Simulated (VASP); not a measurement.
# Sn2Ir (Fm-3m) in VASP: electric field gradients with LDA

Aim: the electric field gradients of Sn2Ir with LDA.

Program: VASP 6.6.1. These are calculated values, not measurements. Logs are shortened: lines on timing, memory, paths and dates and some standing lists are left out, and cuts for length are marked.

## Step 1: The cell of the first run

Symmetry: Fm-3m, No. 225, cubic system. Conventional cell: a = 5.785 Å, b = 5.785 Å, c = 5.785 Å, α = 90.00°, β = 90.00°, γ = 90.00°. Within 3.3 Å of Sn (site symmetry -43m) lie 4 Ir at 2.50 Å and 6 Sn at 2.89 Å. Within 3.3 Å of Ir (site symmetry m-3m) lie 8 Sn at 2.50 Å.

## Step 2: Electric field gradients, LDA (volume scaled by 0.75)

Input file INCAR:

```
SYSTEM = Sn2Ir
  PREC = Accurate
  ENCUT = 520
  EDIFF = 1E-8
  ISMEAR = -1
  SIGMA = 0.05
  LREAL = .FALSE.
  LASPH = .TRUE.
  NELM = 100
  ALGO = Normal
  ISIF = 2
  LWAVE = .FALSE.
  LCHARG = .FALSE.
  GGA = CA
  LEFG = .TRUE.
  NBANDS = 26
```

Input file KPOINTS:

```
regular mesh
0
G
  10 10 10
  0 0 0
```

Input file POSCAR:

```
Sn2Ir
1.0
    0.0000000000      2.8924242958      2.8924242958
    2.8924242958      0.0000000000      2.8924242958
    2.8924242958      2.8924242958      0.0000000000
Sn Ir
2 1
Direct
    0.7500000000      0.7500000000      0.7500000000
    0.2500000000      0.2500000000      0.2500000000
    0.0000000000      0.0000000000      0.0000000000
```

Potentials or basis: VASP PAW LDA potentials, release 64 (Sn_d, Ir).

The run is started by

```bash
cat potpaw_LDA.64/Sn_d/POTCAR potpaw_LDA.64/Ir/POTCAR > POTCAR
mpirun -np 1 vasp_std > vasp.out
```

OUTCAR:

```text
SYSTEM = Sn2Ir
   PREC = Accurate
   ENCUT = 520
   EDIFF = 1E-8
   ISMEAR = -1
   LREAL = .FALSE.
   LASPH = .TRUE.
   NELM = 100
   ISIF = 2
   GGA = CA

 ion  position               nearest neighbor table
   1  0.750  0.750  0.750-   3 2.50   3 2.50   3 2.50   3 2.50   2 2.89   2 2.89   2 2.89   2 2.89
                             2 2.89   2 2.89
   2  0.250  0.250  0.250-   3 2.50   3 2.50   3 2.50   3 2.50   1 2.89   1 2.89   1 2.89   1 2.89
                             1 2.89   1 2.89
   3  0.000  0.000  0.000-   1 2.50   2 2.50   1 2.50   1 2.50   1 2.50   2 2.50   2 2.50   2 2.50

  LATTYP: Found a face centered cubic cell.
 ALAT       =     5.7848485916

  Lattice vectors:

 A1 = (   0.0000000000,   2.8924242958,   2.8924242958)
 A2 = (   2.8924242958,   0.0000000000,   2.8924242958)
 A3 = (   2.8924242958,   2.8924242958,   0.0000000000)

Analysis of symmetry for initial positions (statically):
=====================================================================
 Subroutine PRICEL returns:
 Original cell was already a primitive cell.

 Routine SETGRP: Setting up the symmetry group for a
 face centered cubic supercell.

 Subroutine GETGRP returns: Found 48 space group operations
 (whereof 48 operations were pure point group operations)
 out of a pool of 48 trial point group operations.

The static configuration has the point symmetry O_h .

Analysis of symmetry for dynamics (positions and initial velocities):
=====================================================================
 Subroutine PRICEL returns:
 Original cell was already a primitive cell.

 Routine SETGRP: Setting up the symmetry group for a
 face centered cubic supercell.

 Subroutine GETGRP returns: Found 48 space group operations
 (whereof 48 operations were pure point group operations)
 out of a pool of 48 trial point group operations.

The dynamic configuration has the point symmetry O_h .

 Subroutine INISYM returns: Found 48 space group operations
 (whereof 48 operations are pure point group operations),
 and found     1 'primitive' translations

----------------------------------------------------------------------------------------

                                     Primitive cell

  volume of cell :      48.3967

  direct lattice vectors                    reciprocal lattice vectors
[... 132 lines left out ...]
  free energy    TOTEN  =       -17.88219342 eV

  energy without entropy =      -17.87401046  energy(sigma->0) =      -17.87810194

 E-fermi :  13.3986     XC(G=0): -13.0738

 val. band max:       13.3703941443   @ k =  -0.4000   0.1000   0.0000
 cond. band min:      13.4002929246   @ k =  -0.1000   0.1000   0.0000
 fundamental gap:      0.0298987802
 Fermi energy:        13.3986229823

 k-point     1 :       0.0000    0.0000    0.0000
  band No.  band energies     occupation
      1      -9.0003      2.00000
      2      -9.0003      2.00000
      3      -8.7170      2.00000
      4      -8.7170      2.00000
      5      -8.7170      2.00000
      6      -8.3513      2.00000
[... 685 lines left out ...]
     25      24.5593      0.00000
     26      24.6410      0.00000

 [... further k-points ...]

------------------------ aborting loop because EDIFF is reached ----------------------------------------

  FORCE on cell =-STRESS in cart. coord.  units (eV):
  Direction    XX          YY          ZZ          XY          YZ          ZX
  --------------------------------------------------------------------------------------
  -------------------------------------------------------------------------------------
  Total       20.5668667     20.5668667     20.5668667      0.0000000      0.0000000     -0.0000000
  in kB      680.8676777    680.8676777    680.8676777      0.0000000      0.0000000     -0.0000000
  external PRESSURE =     680.8676777 kB  Pullay stress =       0.0000000 kB

 VOLUME and BASIS-vectors are now :
 -----------------------------------------------------------------------------
  energy-cutoff  :      520.00
  volume of cell :       48.40
      direct lattice vectors                 reciprocal lattice vectors
     0.000000000  2.892424296  2.892424296    -0.172865371  0.172865371  0.172865371
     2.892424296  0.000000000  2.892424296     0.172865371 -0.172865371  0.172865371
     2.892424296  2.892424296  0.000000000     0.172865371  0.172865371 -0.172865371

 POSITION                                       TOTAL-FORCE (eV/Angst)
 -----------------------------------------------------------------------------------
      4.33864      4.33864      4.33864         0.000000      0.000000      0.000000
      1.44621      1.44621      1.44621        -0.000000      0.000000     -0.000000
      0.00000      0.00000      0.00000        -0.000000     -0.000000     -0.000000
 -----------------------------------------------------------------------------------
    total drift:                               -0.000000      0.000000      0.000000

  FREE ENERGIE OF THE ION-ELECTRON SYSTEM (eV)
  ---------------------------------------------------
  free  energy   TOTEN  =       -17.8821934232 eV

  energy  without entropy=      -17.8740104638  energy(sigma->0) =      -17.87810194

 Electric field gradients (V/A^2)
---------------------------------------------------------------------
 ion       V_xx      V_yy      V_zz      V_xy      V_xz      V_yz
---------------------------------------------------------------------
   1      -0.000    -0.000     0.000    -0.001    -0.001    -0.001
   2      -0.000    -0.000     0.000    -0.001    -0.001    -0.001
   3      -0.000     0.000    -0.000     0.000     0.000     0.000
---------------------------------------------------------------------

 Electric field gradients after diagonalization (V/A^2)
 (convention: |V_zz| > |V_xx| > |V_yy|)
----------------------------------------------------------------------
 ion       V_xx      V_yy      V_zz     asymmetry (V_yy - V_xx)/ V_zz
----------------------------------------------------------------------
   1       0.001     0.001    -0.003       0.000
   2       0.001     0.001    -0.003       0.000
   3      -0.000    -0.000     0.001       0.000
----------------------------------------------------------------------

           NMR quadrupolar parameters

 Cq : quadrupolar parameter    Cq=e*Q*V_zz/h
 eta: asymmetry parameters     (V_yy - V_xx)/ V_zz
 Q  : nuclear electric quadrupole moment in mb (millibarn)
----------------------------------------------------------------------
 ion       Cq(MHz)       eta       Q (mb)
----------------------------------------------------------------------
   1      -0.000       0.000       1.000
   2      -0.000       0.000       1.000
   3       0.000       0.000       1.000
----------------------------------------------------------------------
```

Run time: 2.2 min. Hardware: 1 thread of AMD EPYC 7R43 (Zen 3), shared host; peak memory 0.15 GiB.

Results:

- Free energy: -17.8822 eV
- Pressure: 68.1 GPa

Caveat: without QUAD_EFG the Cq values of the log hold for a quadrupole moment of 1 mb, not for the nuclei; spin-orbit coupling is left out, which moves the levels of the heavy elements.
